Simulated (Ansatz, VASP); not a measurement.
One calculation of CaB6, two programs

File INCAR:

```
  ALGO = Normal
  EDIFF = 1E-7
  ENCUT = 520
  GGA = PE
  ISIF = 2
  ISMEAR = -1
  LASPH = True
  LCHARG = False
  LREAL = False
  LWAVE = False
  NBANDS = 23
  NELM = 80
  PREC = Accurate
  SIGMA = 0.02
```

The input KPOINTS:

```
k-points
0
Gamma
  6 6 6
```

File POSCAR:

```
CaB6
1.0
    4.0619933048      0.0000000000      0.0000000000
    0.0000000000      4.0619933048      0.0000000000
    0.0000000000      0.0000000000      4.0619933048
Ca B
1 6
Direct
    0.5000000000      0.5000000000      0.5000000000
    0.0000000000      0.0000000000      0.2983669046
    0.0000000000      0.0000000000      0.7016330954
    0.2983669046      0.0000000000      0.0000000000
    0.7016330954      0.0000000000      0.0000000000
    0.0000000000      0.2983669046      0.0000000000
    0.0000000000      0.7016330954      0.0000000000
```

Input for Ansatz:

```yaml
crystal:
  lattice:
    - [4.0619933048, 0.0, 0.0]
    - [0.0, 4.0619933048, 0.0]
    - [0.0, 0.0, 4.0619933048]
  atoms:
    - { symbol: Ca, position: [0.5, 0.5, 0.5] }
    - { symbol: B, position: [0.0, 0.0, 0.2983669046] }
    - { symbol: B, position: [0.0, 0.0, 0.7016330954] }
    - { symbol: B, position: [0.2983669046, 0.0, 0.0] }
    - { symbol: B, position: [0.7016330954, 0.0, 0.0] }
    - { symbol: B, position: [0.0, 0.2983669046, 0.0] }
    - { symbol: B, position: [0.0, 0.7016330954, 0.0] }
kpoints:
  mp_grid: { grid: [6, 6, 6] }
hamiltonian:
  xc: pbe
scf:
  occupations: { method: fermi_dirac, width: 0.02 }
  n_extra_bands: 5
output:
  forces: true
  stress: true
  eigenvalues: true
```

Alike in both runs: task single point; functional PBE; k mesh 6 × 6 × 6; occupations fermi-dirac, width 0.02 eV; no spin polarisation.

```csv
,VASP,Ansatz
version,VASP 6.6.1,Ansatz 0.2.0
potentials or method,"VASP PAW PBE potentials, release 64 (Ca_sv, B)","plane waves, PAW"
plane-wave cutoff (eV),520,420
valence electrons in the cell,28,28
```

|  | VASP | Ansatz | Ansatz less VASP |
| --- | --- | --- | --- |
| pressure (GPa) | 10.9 | 10.7 | -0.18 |
| rms of the force components (eV/Å) | 0.181 | 0.168 | -0.0127 |

Atom by atom the forces differ by 0.013 eV/Å (rms over components).
